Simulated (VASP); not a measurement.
Runs of VASP 6.6.1 on AlAu. The structure is that of space group Pm-3m (No. 221), or close to it. The cells are those of the table. 

```tsv
cell	gap on the mesh (eV)	pressure (GPa)
a = 3.297 Å, 2 atoms	none	-10.9
a = 3.169 Å, 2 atoms	none	1.3
a = 3.235 Å, 2 atoms	none	(b)
a = 3.266 Å, 2 atoms	none	-8.8
a = 3.202 Å, 2 atoms	none	(a)
```

Alike in all rows: task single point; level r2SCAN; potentials or basis VASP PAW PBE potentials, release 64 (Al, Au); no spin polarisation; k mesh 9 × 9 × 9; cutoff (eV) 520; smearing fermi-dirac 0.1 eV.

Question: Estimate the missing entries.

Answer: (a) -2.8; (b) -6.1.

Caveats: the PAW data sets were made with another functional, which shifts forces and pressure a little; spin-orbit coupling is left out, which moves the levels of the heavy elements.

A k mesh can miss the band edges, and the runs leave out spin-orbit coupling on Au.

A gap of «none» marks levels without a gap at the run's occupations.
